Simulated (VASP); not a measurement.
# NaRu12 (a cell with a defect) in VASP: single point with PBE+D3(BJ)

Aim: the single point of NaRu12 (a cell with a defect) with PBE+D3(BJ).

Program: VASP 6.6.1. These are calculated values, not measurements. Logs are shortened: lines on timing, memory, paths and dates and some standing lists are left out, and cuts for length are marked.

### Step 1. The cell of the first run

The cell holds a defect, 13 atoms: a = 5.400 Å, b = 8.100 Å, c = 4.277 Å, α = 90.00°, β = 90.00°, γ = 120.00°.

### Step 2. Single point, PBE+D3(BJ)

INCAR

```
  PREC = Accurate
  ENCUT = 520
  EDIFF = 1E-7
  ISMEAR = 0
  SIGMA = 0.15
  LREAL = F
  LASPH = T
  NELM = 100
  ALGO = Normal
  ISIF = 2
  LWAVE = F
  LCHARG = F
  GGA = PE
  IVDW = 12
  NBANDS = 100
```

KPOINTS

```
regular mesh
0
Gamma
  4 3 4
```

POSCAR

```
NaRu12
1.0
    5.4000000000      0.0000000000      0.0000000000
   -4.0500000000      7.0148060000      0.0000000000
    0.0000000000      0.0000000000      4.2768000000
Ru Na
12 1
Direct
    0.0339432336     -0.0154922317      0.0000014029
    0.1756008785      0.2263295663      0.5000362421
    0.0878435779      0.4129166224      0.0000837074
    0.1834920167      0.5716229358      0.5000752899
   -0.0411809687      0.6551275973      0.0000315657
    0.1474915998      0.8790734911      0.4999997662
    0.4109402005     -0.0764451647     -0.0000046764
    0.6564967212      0.2204551345      0.5000444257
    0.5008006479      0.3250285183      0.0000418537
    0.6539843590      0.5445386515      0.5000287598
    0.5354436761      0.6770777410      0.0000060793
    0.6764271403      0.8890964340      0.5000137954
    0.8117278961      0.1374613924      1.0000563505
```

Potentials or basis: VASP PAW PBE potentials, release 64 (Ru_pv, Na_pv).

On the command line:

```
> cat potpaw_PBE.64/Ru_pv/POTCAR potpaw_PBE.64/Na_pv/POTCAR > POTCAR
> mpirun -np 1 vasp_std > vasp.out
```

OUTCAR:

```text
PREC = Accurate
   ENCUT = 520
   EDIFF = 1E-7
   ISMEAR = 0
   LREAL = F
   LASPH = T
   NELM = 100
   ISIF = 2
   GGA = PE
   IVDW = 12
 IVDW          = 12

 ion  position               nearest neighbor table
   1  0.034  0.985  0.000-  13 2.11   7 2.32   5 2.49   6 2.49   6 2.49  11 2.60   9 2.65  12 2.72
                            12 2.72   2 2.74   2 2.74   7 3.15   3 3.33
   2  0.176  0.226  0.500-  10 2.58   8 2.62   9 2.63   9 2.63  12 2.71   1 2.74   1 2.74   6 2.74
                            13 2.75  13 2.75   4 2.78   8 2.78   3 2.79   3 2.79
   3  0.088  0.413  0.000-  13 1.97  11 2.29   5 2.39   4 2.41   4 2.41   9 2.66   2 2.79   2 2.79
                             9 2.88   8 2.97   8 2.97   1 3.33
   4  0.183  0.572  0.500-   3 2.41   3 2.41   6 2.59  12 2.62  10 2.66  11 2.70  11 2.70   5 2.71
                             5 2.71  10 2.76   2 2.78   8 2.85   7 3.27   7 3.27
   5  0.959  0.655  0.000-   7 2.32  11 2.38   3 2.39   1 2.49  10 2.57  10 2.57   9 2.58   6 2.66
                             6 2.66   4 2.71   4 2.71  11 3.03
   6  0.147  0.879  0.500-   1 2.49   1 2.49   7 2.49   7 2.49  12 2.59   4 2.59   5 2.66   5 2.66
                            10 2.69   2 2.74   8 2.76  12 2.82
   7  0.411  0.924  1.000-  13 1.98   5 2.32   1 2.32  11 2.40   6 2.49   6 2.49  12 2.67  12 2.67
                             8 2.99   8 2.99   9 3.04   1 3.15   4 3.27   4 3.27
   8  0.656  0.220  0.500-  13 2.51  13 2.51   9 2.59   9 2.59   2 2.62  10 2.63  12 2.74   6 2.76
                             2 2.78   4 2.85   3 2.97   3 2.97   7 2.99   7 2.99
   9  0.501  0.325  0.000-   5 2.58   8 2.59   8 2.59   2 2.63   2 2.63  10 2.64  10 2.64   1 2.65
                             3 2.66  11 2.76  13 2.77   3 2.88   7 3.04
  10  0.654  0.545  0.500-   5 2.57   5 2.57   2 2.58  11 2.61  11 2.61   8 2.63   9 2.64   9 2.64
                             4 2.66   6 2.69  12 2.73   4 2.76
  11  0.535  0.677  0.000-   3 2.29   5 2.38   7 2.40   1 2.60  12 2.61  12 2.61  10 2.61  10 2.61
                             4 2.70   4 2.70   9 2.76   5 3.03
  12  0.676  0.889  0.500-   6 2.59  11 2.61  11 2.61   4 2.62   7 2.67   7 2.67   2 2.71   1 2.72
                             1 2.72  10 2.73   8 2.74  13 2.77  13 2.77   6 2.82
  13  0.812  0.137  0.000-   3 1.97   7 1.98   1 2.11   8 2.51   8 2.51   2 2.75   2 2.75   9 2.77
                            12 2.77  12 2.77

  LATTYP: Found a simple monoclinic cell.
 ALAT       =     5.4000000000
 B/A-ratio  =     0.7920000000
 C/A-ratio  =     1.3228756972
 COS(beta)  =    -0.1889822305

  Lattice vectors:

 A1 = (   5.4000000000,   0.0000000000,   0.0000000000)
 A2 = (   0.0000000000,   0.0000000000,   4.2768000000)
 A3 = (  -1.3500000000,  -7.0148060000,   0.0000000000)

Analysis of symmetry for initial positions (statically):
=====================================================================
 Subroutine PRICEL returns:
 Original cell was already a primitive cell.

 Routine SETGRP: Setting up the symmetry group for a
 simple monoclinic supercell.

 Subroutine GETGRP returns: Found  1 space group operations
 (whereof  1 operations were pure point group operations)
 out of a pool of  4 trial point group operations.

The static configuration has the point symmetry C_1 .

Analysis of symmetry for dynamics (positions and initial velocities):
=====================================================================
 Subroutine PRICEL returns:
 Original cell was already a primitive cell.

 Routine SETGRP: Setting up the symmetry group for a
 simple monoclinic supercell.

 Subroutine GETGRP returns: Found  1 space group operations
 (whereof  1 operations were pure point group operations)
 out of a pool of  4 trial point group operations.

The dynamic configuration has the point symmetry C_1 .

 Subroutine INISYM returns: Found  1 space group operations
 (whereof  1 operations are pure point group operations),
 and found     1 'primitive' translations

----------------------------------------------------------------------------------------

                                     Primitive cell

  volume of cell :     162.0050

  direct lattice vectors                    reciprocal lattice vectors
     5.400000000  0.000000000  0.000000000     0.185185185  0.106916713  0.000000000
    -4.050000000  7.014806000  0.000000000     0.000000000  0.142555617  0.000000000
     0.000000000  0.000000000  4.276800000     0.000000000  0.000000000  0.233819678

  length of vectors
     5.400000000  8.100000199  4.276800000     0.213833431  0.142555617  0.233819678
[... 48 lines left out ...]
     0.053458358  0.047518539  0.058454920

  Shift w.r.t. Gamma in fractional coordinates (k-lattice)
     0.000000000  0.000000000  0.000000000

 Subroutine IBZKPT returns following result:
 ===========================================

 Found     26 irreducible k-points:

 Following reciprocal coordinates:
            Coordinates               Weight
  0.000000  0.000000  0.000000      1.000000
  0.250000  0.000000  0.000000      2.000000
  0.500000  0.000000  0.000000      1.000000
  0.000000  0.333333  0.000000      2.000000
  0.250000  0.333333  0.000000      2.000000
  0.500000  0.333333  0.000000      2.000000
[... 16 lines left out ...]
  0.000000  0.333333  0.500000      2.000000
  0.250000  0.333333  0.500000      2.000000
 [... further k-points ...]
   k-points           NKPTS =     26   k-points in BZ     NKDIM =     26   number of bands    NBANDS=    100
   number of dos      NEDOS =    301   number of ions     NIONS =     13
   total plane-waves  NPLWV =  76800
   dimension x,y,z NGX =    40 NGY =   60 NGZ =   32
   dimension x,y,z NGXF=    80 NGYF=  120 NGZF=   64
   ions per type =              12   1
   NGX,Y,Z   is equivalent  to a cutoff of  12.31, 12.31, 12.44 a.u.
   NGXF,Y,Z  is equivalent  to a cutoff of  24.63, 24.63, 24.88 a.u.
 SYSTEM =  unknown system
   PREC   = accura    normal or accurate (medium, high low for compatibility)
   ISTART =      0    job   : 0-new  1-cont  2-samecut
   ICHARG =      2    charge: 1-file 2-atom 10-const
   ISPIN  =      1    spin polarized calculation?
   LNONCOLLINEAR =      F non collinear calculations
   LSORBIT =      F    spin-orbit coupling
   LASPH  =      T    aspherical Exc in radial PAW
   ENCUT  =  520.0 eV  38.22 Ry    6.18 a.u.  10.04 15.06  7.95*2*pi/ulx,y,z
   NELM   =    100;   NELMIN=  2; NELMDL= -5     # of ELM steps
   EDIFF  = 0.1E-06   stopping-criterion for ELM
   LREAL  =      F    real-space projection
   EDIFFG = 0.1E-05   stopping-criterion for IOM
   NSW    =      0    number of steps for IOM
   IBRION =     -1    ionic relax: 0-MD 1-quasi-New 2-CG
   NFREE  =      0    steps in history (QN), initial steepest desc. (CG)
   ISIF   =      2    stress and relaxation
   ISYM   =      2    0-nonsym 1-usesym 2-fastsym
   POTIM  = 0.5000    time-step for ionic-motion
   TEBEG  =    0.0;   TEEND  =   0.0 temperature during run
   PSTRESS=    0.0 pullay stress
   NELECT =     175.0000    total number of electrons
   NUPDOWN=      -1.0000    fix difference up-down
   EMIN   =  10.00;   EMAX   =-10.00  energy-range for DOS
   EFERMI =   0.00;   METHOD = LEGACY
   ISMEAR =     0;   SIGMA  =   0.15  broadening in eV -4-tet -1-fermi 0-gaus
   EFERMI_NEDOS =   21; number of points for ismear=-14 and -15
   IALGO  =     38    algorithm
   IMIX   =      4    mixing-type and parameters
     AMIX     =   0.40;   BMIX     =  1.00
     AMIX_MAG =   1.60;   BMIX_MAG =  1.00
  volume/ion in A,a.u.               =      12.46        84.10
  Fermi-wavevector in a.u.,A,eV,Ry     =   1.679750  3.174268 38.389669  2.821561
  Thomas-Fermi vector in A             =   2.763607
   LORBIT       =      0    0 simple, 1 ext, 2 COOP (PROOUT), +10 PAW based schemes
   GGA     = PE    functional components
   LHFCALC =     F    Hartree Fock is set to
   AEXX    =    0.0000 exact exchange contribution
   IVDW    =    12    specifies the selected vdW correction
   LEPSILON=     F    determine dielectric tensor
   LRPA    =     F    only Hartree local field effects (RPA)
 non-spin polarized calculation
 Gauss-broadening in eV      SIGMA  =   0.15
  energy-cutoff  :      520.00
  volume of cell :      162.00
 maximum number of plane-waves:      4388
   NGX = 21   NGY = 31   NGZ = 15

 number of electron     175.0000004 magnetization

 Free energy of the ion-electron system (eV)
  ---------------------------------------------------
  ext. energy  EPLUGINS =         0.00000000
  ---------------------------------------------------
  free energy    TOTEN  =       -99.15556457 eV

  energy without entropy =      -99.04969694  energy(sigma->0) =      -99.10263075

 E-fermi :  13.6972     XC(G=0): -14.3285

 val. band max:       13.6964302286   @ k =   0.0000   0.0000   0.2500
 cond. band min:      13.7072407799   @ k =   0.2500   0.0000   0.2500
 fundamental gap:      0.0108105514
 Fermi energy:        13.6971623572

 k-point     1 :       0.0000    0.0000    0.0000
  band No.  band energies     occupation
      1     -30.5802      2.00000
      2     -30.4706      2.00000
      3     -30.3150      2.00000
      4     -30.3107      2.00000
      5     -30.0650      2.00000
      6     -29.9590      2.00000
[... 2437 lines left out ...]
     98      15.1270      0.00000
     99      15.2458      0.00000

 [... further k-points ...]

 [bands above 99 left out]

------------------------ aborting loop because EDIFF is reached ----------------------------------------

 Edisp (eV)   -8.52068

 E8    (eV) :    -3.9057

  FORCE on cell =-STRESS in cart. coord.  units (eV):
  Direction    XX          YY          ZZ          XY          YZ          ZX
  --------------------------------------------------------------------------------------
  -------------------------------------------------------------------------------------
  Total      49.13041    53.89863    21.66308     6.43923     0.00300    -0.00073
  in kB     485.88405   533.04014   214.24093    63.68190     0.02970    -0.00726
  external pressure =      411.06 kB  Pullay stress =        0.00 kB

 VOLUME and BASIS-vectors are now :
 -----------------------------------------------------------------------------
  energy-cutoff  :      520.00
  volume of cell :      162.00
      direct lattice vectors                 reciprocal lattice vectors
     5.400000000  0.000000000  0.000000000     0.185185185  0.106916713  0.000000000
    -4.050000000  7.014806000  0.000000000     0.000000000  0.142555617  0.000000000
     0.000000000  0.000000000  4.276800000     0.000000000  0.000000000  0.233819678

 POSITION                                       TOTAL-FORCE (eV/Angst)
 -----------------------------------------------------------------------------------
     -3.80396      6.90613      0.00001         0.041069     -0.026233      0.000058
      0.03161      1.58766      2.13856         0.002172     -0.004311     -0.000010
     -1.19796      2.89653      0.00036         0.063395      0.252838     -0.000060
     -1.32422      4.00982      2.13872        -0.007474      0.009093     -0.000103
      2.52436      4.59559      0.00014        -0.013963     -0.044739      0.000048
     -2.76379      6.16653      2.13840         0.006285     -0.001982      0.000022
     -1.52132      6.47856      4.27678        -0.124003     -0.166619      0.000030
      2.65224      1.54645      2.13859        -0.017146      0.007513      0.000032
      1.38796      2.28001      0.00018        -0.001662     -0.002776     -0.000032
      1.32613      3.81983      2.13852         0.005734      0.001113     -0.000022
      0.14923      4.74957      0.00003         0.004398      0.027388      0.000122
      0.05187      6.23684      2.13846         0.001770     -0.001892     -0.000019
      3.82661      0.96427      0.00024         0.039424     -0.049393     -0.000066
 -----------------------------------------------------------------------------------
    total drift:                               -0.000981     -0.000436     -0.000015

  FREE ENERGIE OF THE ION-ELECTRON SYSTEM (eV)
  ---------------------------------------------------
  free  energy   TOTEN  =      -107.6762489545 eV

  energy  without entropy=     -107.5703813184  energy(sigma->0) =     -107.62331514
```

Run time: 23 min. Hardware: 1 thread of Intel Xeon 8259CL, shared host; peak memory 0.46 GiB.

Results:

```
Free energy                : -107.6762 eV
Pressure                   : 41.1 GPa
Largest force              : 0.261 eV/Å
Band gap on the k mesh     : zero (an odd number of electrons rules out a gap without spin polarisation)
Dispersion energy per atom : -0.655 eV
```

Forces on the atoms (eV/Å):
```
Ru   0.041 -0.026  0.000
Ru   0.002 -0.004  0.000
Ru   0.063  0.253  0.000
Ru  -0.007  0.009  0.000
Ru  -0.014 -0.045  0.000
Ru   0.006 -0.002  0.000
Ru  -0.124 -0.167  0.000
Ru  -0.017  0.008  0.000
Ru  -0.002 -0.003  0.000
Ru   0.006  0.001  0.000
Ru   0.004  0.027  0.000
Ru   0.002 -0.002  0.000
Na   0.039 -0.049  0.000
```

Stress tensor (GPa, compression positive):
```
48.59  6.37  0.00
 6.37 53.30  0.00
 0.00  0.00 21.42
```

Levels at points of the mesh, in eV from the Fermi level:
```tsv
k point	band 85	band 86	band 87	band 88	band 89	band 90
(0.00, 0.00, 0.00)	-0.14	-0.01	0.19	0.40	0.41	0.55
(0.50, 0.00, 0.00)	-0.87	-0.70	-0.58	-0.38	-0.29	0.06
(0.00, 0.00, 0.50)	-0.51	-0.22	-0.05	0.17	0.34	0.41
(0.50, 0.00, 0.50)	-0.82	-0.69	-0.28	-0.01	0.24	0.41
```

Caveat: the k points lie up to 0.37 Å⁻¹ apart, too coarse for converged energies and pressures of a metal; atoms lie so close that the PAW spheres overlap strongly, which falsifies energies and pressures.
